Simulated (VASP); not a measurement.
# PbSe (Fm-3m) in VASP: a series of runs

Runs on PbSe. Level: PBEsol. Tasks: vibrations by perturbation theory.

All numbers are computed with VASP 6.6.1; they aren't measurements. Logs are shortened: lines on timing, memory, paths and dates and some standing lists are left out, and cuts for length are marked.

### Step 1. The cell of the first run

It takes space group Fm-3m (No. 225, cubic). The conventional cell has a = 6.102 Å, b = 6.102 Å, c = 6.102 Å, α = 90.00°, β = 90.00°, γ = 90.00°. Within 4.0 Å of Pb (site symmetry m-3m) lie 6 Se at 3.05 Å. Se (site symmetry m-3m) has 6 Pb at 3.05 Å within 4.0 Å.

### Step 2. Vibrations by perturbation theory, PBEsol

File INCAR:

```
SYSTEM = PbSe
ALGO = Normal
EDIFF = 1E-8
ENCUT = 520
GGA = PS
IBRION = 8
ISIF = 2
ISMEAR = 0
LASPH = .True.
LCHARG = .True.
LREAL = .False.
LWAVE = .False.
NBANDS = 17
NELM = 80
NSW = 1
PREC = Accurate
SIGMA = 0.01
```

File KPOINTS:

```
k-points
0
Gamma
  10 10 10
  0 0 0
```

File POSCAR:

```
PbSe
1.0
    0.0000000000      3.0510910316      3.0510910316
    3.0510910316      0.0000000000      3.0510910316
    3.0510910316      3.0510910316      0.0000000000
Pb Se
1 1
Direct
    0.0000000000      0.0000000000      0.0000000000
    0.5000000000      0.5000000000      0.5000000000
```

Potentials or basis: VASP PAW PBE potentials, release 64 (Pb_d, Se).

Command:

```
> cat potpaw_PBE.64/Pb_d/POTCAR potpaw_PBE.64/Se/POTCAR > POTCAR
> mpirun -np 1 vasp_std > vasp.out
```

OUTCAR:

```text
SYSTEM = PbSe
   EDIFF = 1E-8
   ENCUT = 520
   GGA = PS
   IBRION = 8
   ISIF = 2
   ISMEAR = 0
   LASPH = .True.
   LREAL = .False.
   NELM = 80
   NSW = 1
   PREC = Accurate

 ion  position               nearest neighbor table
   1  0.000  0.000  0.000-   2 3.05   2 3.05   2 3.05   2 3.05   2 3.05   2 3.05
   2  0.500  0.500  0.500-   1 3.05   1 3.05   1 3.05   1 3.05   1 3.05   1 3.05

  LATTYP: Found a face centered cubic cell.
 ALAT       =     6.1021820632

  Lattice vectors:

 A1 = (   0.0000000000,   3.0510910316,   3.0510910316)
 A2 = (   3.0510910316,   0.0000000000,   3.0510910316)
 A3 = (   3.0510910316,   3.0510910316,   0.0000000000)

Analysis of symmetry for initial positions (statically):
=====================================================================
 Subroutine PRICEL returns:
 Original cell was already a primitive cell.

 Routine SETGRP: Setting up the symmetry group for a
 face centered cubic supercell.

 Subroutine GETGRP returns: Found 48 space group operations
 (whereof 48 operations were pure point group operations)
 out of a pool of 48 trial point group operations.

The static configuration has the point symmetry O_h .

Analysis of symmetry for dynamics (positions and initial velocities):
=====================================================================
 Subroutine PRICEL returns:
 Original cell was already a primitive cell.

 Routine SETGRP: Setting up the symmetry group for a
 face centered cubic supercell.

 Subroutine GETGRP returns: Found 48 space group operations
 (whereof 48 operations were pure point group operations)
 out of a pool of 48 trial point group operations.

The dynamic configuration has the point symmetry O_h .

 Subroutine INISYM returns: Found 48 space group operations
 (whereof 48 operations are pure point group operations),
 and found     1 'primitive' translations

----------------------------------------------------------------------------------------

                                     Primitive cell

  volume of cell :      56.8062

  direct lattice vectors                    reciprocal lattice vectors
     0.000000000  3.051091032  3.051091032    -0.163875805  0.163875805  0.163875805
     3.051091032  0.000000000  3.051091032     0.163875805 -0.163875805  0.163875805
     3.051091032  3.051091032  0.000000000     0.163875805  0.163875805 -0.163875805

  length of vectors
     4.314894317  4.314894317  4.314894317     0.283841221  0.283841221  0.283841221

  position of ions in fractional coordinates (direct lattice)
     0.000000000  0.000000000  0.000000000
     0.500000000  0.500000000  0.500000000

  ion indices of the primitive-cell ions
   primitive index   ion index
                 1           1
                 2           2

----------------------------------------------------------------------------------------

 KPOINTS: k-points

Automatic generation of k-mesh.
 Grid dimensions read from file:
 generate k-points for:   10   10   10

 Generating k-lattice:

  Cartesian coordinates                     Fractional coordinates (reciprocal lattice)
    -0.016387581  0.016387581  0.016387581     0.100000000  0.000000000  0.000000000
     0.016387581 -0.016387581  0.016387581     0.000000000  0.100000000  0.000000000
     0.016387581  0.016387581 -0.016387581     0.000000000  0.000000000  0.100000000

  Length of vectors
     0.028384122  0.028384122  0.028384122

[... 75 lines left out ...]
  Fermi-wavevector in a.u.,A,eV,Ry     =   1.155987  2.184499 18.181550  1.336306
  Thomas-Fermi vector in A             =   2.292611
   LORBIT       =      0    0 simple, 1 ext, 2 COOP (PROOUT), +10 PAW based schemes
   GGA     = PS    functional components
   LHFCALC =     F    Hartree Fock is set to
   AEXX    =    0.0000 exact exchange contribution
   IVDW    =     0    specifies the selected vdW correction
   LEPSILON=     F    determine dielectric tensor
   LRPA    =     F    only Hartree local field effects (RPA)
 non-spin polarized calculation
 Gauss-broadening in eV      SIGMA  =   0.01
  energy-cutoff  :      520.00
  volume of cell :       56.81
 maximum number of plane-waves:      1544
   NGX = 17   NGY = 17   NGZ = 17

--------------------------------------- Ionic step        1  -------------------------------------------

 number of electron      20.0000003 magnetization

 Free energy of the ion-electron system (eV)
  ---------------------------------------------------
  ext. energy  EPLUGINS =         0.00000000
  ---------------------------------------------------
  free energy    TOTEN  =        -8.91663546 eV

  energy without entropy =       -8.91663546  energy(sigma->0) =       -8.91663546

 E-fermi :   5.0894     XC(G=0):  -9.7620

 val. band max:        5.0355258780   @ k =   0.5000   0.0000   0.0000
 cond. band min:       5.2059842690   @ k =   0.5000   0.0000   0.0000
 fundamental gap:      0.1704583910
 Fermi energy:         5.0893830599

 k-point     1 :       0.0000    0.0000    0.0000
  band No.  band energies     occupation
      1     -11.7344      2.00000
      2     -11.7344      2.00000
      3     -11.7344      2.00000
      4     -11.7332      2.00000
      5     -11.7332      2.00000
      6      -8.6588      2.00000
[... 457 lines left out ...]
      4     -11.6988      2.00000
      5     -11.6962      2.00000
      6      -7.5367      2.00000
[... 9 lines left out ...]
     16      15.7406      0.00000
     17      16.4659      0.00000

 [... further k-points ...]

------------------------ aborting loop because EDIFF is reached ----------------------------------------

  FORCE on cell =-STRESS in cart. coord.  units (eV):
  Direction    XX          YY          ZZ          XY          YZ          ZX
  --------------------------------------------------------------------------------------
  -------------------------------------------------------------------------------------
  Total        0.0072901      0.0072901      0.0072901      0.0000000     -0.0000000      0.0000000
  in kB        0.2056109      0.2056109      0.2056109      0.0000000     -0.0000000      0.0000000
  external PRESSURE =       0.2056109 kB  Pullay stress =       0.0000000 kB

 VOLUME and BASIS-vectors are now :
 -----------------------------------------------------------------------------
  energy-cutoff  :      520.00
  volume of cell :       56.81
      direct lattice vectors                 reciprocal lattice vectors
     0.000000000  3.051091032  3.051091032    -0.163875805  0.163875805  0.163875805
     3.051091032  0.000000000  3.051091032     0.163875805 -0.163875805  0.163875805
     3.051091032  3.051091032  0.000000000     0.163875805  0.163875805 -0.163875805

 POSITION                                       TOTAL-FORCE (eV/Angst)
 -----------------------------------------------------------------------------------
      0.00000      0.00000      0.00000        -0.000000      0.000000      0.000000
      3.05109      3.05109      3.05109         0.000000     -0.000000     -0.000000
 -----------------------------------------------------------------------------------
    total drift:                                0.000000     -0.000000     -0.000000

  FREE ENERGIE OF THE ION-ELECTRON SYSTEM (eV)
  ---------------------------------------------------
  free  energy   TOTEN  =        -8.9166354571 eV

  energy  without entropy=       -8.9166354571  energy(sigma->0) =       -8.91663546

[... ionic steps 2 to 3 ...]

--------------------------------------- Ionic step        4  -------------------------------------------

------------------------ aborting loop because EDIFF is reached ----------------------------------------

[... ionic steps 5 to 6 ...]

--------------------------------------- Ionic step        7  -------------------------------------------

 Free energy of the ion-electron system (eV)
  ---------------------------------------------------
  ---------------------------------------------------
  free energy    TOTEN  =        -0.08476724 eV

  energy without entropy =       -0.08476724

------------------------ aborting loop because EDIFF is reached ----------------------------------------

 INTERNAL STRAIN TENSOR  FOR ION    2  DIRECTION 1   (eV/Angst):
 -----------------------------------------------------------------------------
    -0.00870  0.00000 -0.00000
     0.00000  0.00755 -0.00000
     0.00000 -0.00000  0.00755

 INTERNAL STRAIN TENSOR FOR ION    2 for displacements in x,y,z  (eV/Angst):
          X           Y           Z          XY          YZ          ZX
  --------------------------------------------------------------------------------
  x     0.00000     0.00000     0.00000     0.00000     0.00000     0.00000
  y     0.00000     0.00000     0.00000     0.00000     0.00000     0.00000
  z     0.00000     0.00000     0.00000     0.00000     0.00000     0.00000

 SECOND DERIVATIVES (NOT SYMMETRIZED)
 ------------------------------------
               1X          1Y          1Z          2X          2Y          2Z
  1X    -0.460465    0.000000    0.000000    0.460465    0.000000    0.000000
  1Y     0.000000   -0.460465    0.000000    0.000000    0.460465    0.000000
  1Z     0.000000    0.000000   -0.460465    0.000000    0.000000    0.460465
  2X     0.456953    0.000000    0.000000   -0.456953    0.000000    0.000000
  2Y     0.000000    0.456953    0.000000    0.000000   -0.456953    0.000000
  2Z     0.000000    0.000000    0.456953    0.000000    0.000000   -0.456953

 Eigenvectors and eigenvalues of the dynamical matrix
 ----------------------------------------------------

   1 f  =    1.399114 THz     8.790895 2PiTHz   46.669432 cm-1     5.786270 meV
             X         Y         Z           dx          dy          dz
      0.000000  0.000000  0.000000    -0.000000   -0.526747   -0.000000
      3.051091  3.051091  3.051091     0.000000    0.850022    0.000000
[... 21 lines left out ...]
   6 f/i=    0.002398 THz     0.015065 2PiTHz    0.079978 cm-1     0.009916 meV
             X         Y         Z           dx          dy          dz
      0.000000  0.000000  0.000000     0.186841   -0.528251    0.639201
      3.051091  3.051091  3.051091     0.115783   -0.327350    0.396105

--------------------------------------------------------------------------------------------------------

 ELASTIC MODULI CONTR FROM IONIC RELAXATION (kBar)
 Direction    XX          YY          ZZ          XY          YZ          ZX
 --------------------------------------------------------------------------------
 XX           0.0000      0.0000      0.0000      0.0000      0.0000      0.0000
 YY           0.0000      0.0000      0.0000      0.0000      0.0000      0.0000
 ZZ           0.0000      0.0000      0.0000      0.0000      0.0000      0.0000
 XY           0.0000      0.0000      0.0000      0.0000      0.0000      0.0000
 YZ           0.0000      0.0000      0.0000      0.0000      0.0000      0.0000
 ZX           0.0000      0.0000      0.0000      0.0000      0.0000      0.0000
 --------------------------------------------------------------------------------
```

It took 5.6 min on 1 thread of Intel Xeon Platinum 8259CL at 2.50GHz (Skylake/Cascade Lake), shared host; peak memory 0.39 GiB.

Results:

```
Highest phonon frequency at Γ, LO-TO splitting left out : 47 cm⁻¹
```

Phonon frequencies in cm⁻¹ (negative: imaginary):
```
              q point     frequencies
(0.000, 0.000, 0.000)  0 0 0 47 47 47
```

Caveat: the PAW data sets were made with another functional, which shifts forces and pressure a little; spin-orbit coupling is left out, which moves the levels of the heavy elements.

### Step 3. Vibrations by perturbation theory, PBEsol

File INCAR:

```
SYSTEM = PbSe
  PREC = Accurate
  ENCUT = 520
  EDIFF = 1E-8
  ISMEAR = 0
  SIGMA = 0.01
  LREAL = .FALSE.
  LASPH = .TRUE.
  NELM = 100
  ALGO = Normal
  ISIF = 2
  LWAVE = .FALSE.
  LCHARG = .FALSE.
  GGA = PS
  NBANDS = 17
  IBRION = 8
  NSW = 1
  LEPSILON = .TRUE.
```

File KPOINTS:

```
Automatic mesh
0
G
  10 10 10
  0 0 0
```

POSCAR is that of step 2.

Potentials or basis: VASP PAW PBE potentials, release 64 (Pb_d, Se).

Command:

```
> cat potpaw_PBE.64/Pb_d/POTCAR potpaw_PBE.64/Se/POTCAR > POTCAR
> mpirun -np 1 vasp_std > vasp.out
```

OUTCAR:

```text
SYSTEM = PbSe
   PREC = Accurate
   ENCUT = 520
   EDIFF = 1E-8
   ISMEAR = 0
   LREAL = .FALSE.
   LASPH = .TRUE.
   NELM = 100
   ISIF = 2
   GGA = PS
   IBRION = 8
   NSW = 1
   LEPSILON = .TRUE.

 ion  position               nearest neighbor table
   1  0.000  0.000  0.000-   2 3.05   2 3.05   2 3.05   2 3.05   2 3.05   2 3.05
   2  0.500  0.500  0.500-   1 3.05   1 3.05   1 3.05   1 3.05   1 3.05   1 3.05

  LATTYP: Found a face centered cubic cell.
 ALAT       =     6.1021820632

  Lattice vectors:

 A1 = (   0.0000000000,   3.0510910316,   3.0510910316)
 A2 = (   3.0510910316,   0.0000000000,   3.0510910316)
 A3 = (   3.0510910316,   3.0510910316,   0.0000000000)

Analysis of symmetry for initial positions (statically):
=====================================================================
 Subroutine PRICEL returns:
 Original cell was already a primitive cell.

 Routine SETGRP: Setting up the symmetry group for a
 face centered cubic supercell.

 Subroutine GETGRP returns: Found 48 space group operations
 (whereof 48 operations were pure point group operations)
 out of a pool of 48 trial point group operations.

The static configuration has the point symmetry O_h .

Analysis of symmetry for dynamics (positions and initial velocities):
=====================================================================
 Subroutine PRICEL returns:
 Original cell was already a primitive cell.

 Routine SETGRP: Setting up the symmetry group for a
 face centered cubic supercell.
[... 738 lines left out ...]

 PIEZOELECTRIC TENSOR (including local field effects)  for field in x, y, z        (C/m^2)
          XX          YY          ZZ          XY          YZ          ZX
  --------------------------------------------------------------------------------
  x     0.00000     0.00000     0.00000     0.00000     0.00000     0.00000
  y     0.00000     0.00000     0.00000     0.00000     0.00000     0.00000
  z     0.00000     0.00000     0.00000     0.00000     0.00000     0.00000

 BORN EFFECTIVE CHARGES (including local field effects) (in |e|, cummulative output)
 ---------------------------------------------------------------------------------
 ion    1
    1     3.61375     0.00000     0.00000
    2     0.00000     3.61375     0.00000
    3     0.00000     0.00000     3.61375
 ion    2
    1    -3.61375     0.00000     0.00000
    2     0.00000    -3.61375     0.00000
    3     0.00000     0.00000    -3.61375

 INTERNAL STRAIN TENSOR FOR ION    2 for displacements in x,y,z  (eV/Angst):
          X           Y           Z          XY          YZ          ZX
  --------------------------------------------------------------------------------
  x     0.00000     0.00000     0.00000     0.00000     0.00000     0.00000
  y     0.00000     0.00000     0.00000     0.00000     0.00000     0.00000
  z     0.00000     0.00000     0.00000     0.00000     0.00000     0.00000

 SECOND DERIVATIVES (NOT SYMMETRIZED)
 ------------------------------------
               1X          1Y          1Z          2X          2Y          2Z
  1X    -0.460466    0.000000    0.000000    0.460466    0.000000    0.000000
  1Y     0.000000   -0.460466    0.000000    0.000000    0.460466    0.000000
  1Z     0.000000    0.000000   -0.460466    0.000000    0.000000    0.460466
  2X     0.456953    0.000000    0.000000   -0.456953    0.000000    0.000000
  2Y     0.000000    0.456953    0.000000    0.000000   -0.456953    0.000000
  2Z     0.000000    0.000000    0.456953    0.000000    0.000000   -0.456953

 Eigenvectors and eigenvalues of the dynamical matrix
 ----------------------------------------------------

   1 f  =    1.399115 THz     8.790900 2PiTHz   46.669459 cm-1     5.786273 meV
             X         Y         Z           dx          dy          dz
      0.000000  0.000000  0.000000     0.000000    0.526748    0.000000
      3.051091  3.051091  3.051091    -0.000000   -0.850022    0.000000
[... 21 lines left out ...]
   6 f/i=    0.002399 THz     0.015071 2PiTHz    0.080008 cm-1     0.009920 meV
             X         Y         Z           dx          dy          dz
      0.000000  0.000000  0.000000     0.043781   -0.202571   -0.824369
      3.051091  3.051091  3.051091     0.027130   -0.125531   -0.510852

--------------------------------------------------------------------------------------------------------

 MACROSCOPIC STATIC DIELECTRIC TENSOR IONIC CONTRIBUTION
 ------------------------------------------------------
          90.686931     0.000000     0.000000
           0.000000    90.686931     0.000000
           0.000000     0.000000    90.686931
 ------------------------------------------------------

 ELASTIC MODULI CONTR FROM IONIC RELAXATION (kBar)
 Direction    XX          YY          ZZ          XY          YZ          ZX
 --------------------------------------------------------------------------------
 XX           0.0000      0.0000      0.0000      0.0000      0.0000      0.0000
 YY           0.0000      0.0000      0.0000      0.0000      0.0000      0.0000
 ZZ           0.0000      0.0000      0.0000      0.0000      0.0000      0.0000
 XY           0.0000      0.0000      0.0000      0.0000      0.0000      0.0000
 YZ           0.0000      0.0000      0.0000      0.0000      0.0000      0.0000
 ZX           0.0000      0.0000      0.0000      0.0000      0.0000      0.0000
 --------------------------------------------------------------------------------

 PIEZOELECTRIC TENSOR IONIC CONTR  for field in x, y, z        (C/m^2)
          XX          YY          ZZ          XY          YZ          ZX
  --------------------------------------------------------------------------------
  x     0.00000     0.00000     0.00000     0.00000     0.00000     0.00000
  y     0.00000     0.00000     0.00000     0.00000     0.00000     0.00000
  z     0.00000     0.00000     0.00000     0.00000     0.00000     0.00000
```

OSZICAR:

```text
N       E                     dE             d eps       ncg     rms          rms(c)
DAV:   1     0.153843892977E+03    0.15384E+03   -0.96465E+03  1614   0.121E+03
DAV:   2     0.196567672905E+01   -0.15188E+03   -0.14636E+03  1717   0.300E+02
DAV:   3    -0.891658775079E+01   -0.10882E+02   -0.10758E+02  2083   0.856E+01
[... 200 lines left out ...]
RMM:   6    -0.847664740712E-01    0.10919E-04   -0.17101E-06  6231   0.815E-03    0.133E-03
RMM:   7    -0.847693693172E-01   -0.28952E-05   -0.19097E-07  6593   0.266E-03    0.578E-04
RMM:   8    -0.847674001468E-01    0.19692E-05   -0.64155E-08  6522   0.103E-03    0.893E-05
RMM:   9    -0.847672315755E-01    0.16857E-06   -0.47735E-08  6750   0.471E-04    0.491E-05
RMM:  10    -0.847672376089E-01   -0.60334E-08   -0.42470E-08  6887   0.246E-04    0.199E-05
 Linear response finished
```

Wall time 16 min (1 thread of Intel Xeon Platinum 8259CL at 2.50GHz (Skylake/Cascade Lake), shared host); peak memory 0.42 GiB.

What came out:

* Electronic dielectric tensor (diagonal): 52.14
* Born charges (mean of the diagonal): Pb +3.61; Se -3.61 e
* Highest phonon frequency at Γ, LO-TO splitting left out: 47 cm⁻¹

Phonon frequencies in cm⁻¹ (negative: imaginary):
```
              q point     frequencies
(0.000, 0.000, 0.000)  0 0 0 47 47 47
```

Electronic dielectric tensor:
```
52.14  0.00  0.00
 0.00 52.14  0.00
 0.00  0.00 52.14
```

Born effective charge tensors (e):
atom 1, Pb
```
3.61 0.00 0.00
0.00 3.61 0.00
0.00 0.00 3.61
```
atom 2, Se
```
-3.61  0.00  0.00
 0.00 -3.61  0.00
 0.00  0.00 -3.61
```

Caveat: the PAW data sets were made with another functional, which shifts forces and pressure a little; spin-orbit coupling is left out, which moves the levels of the heavy elements.
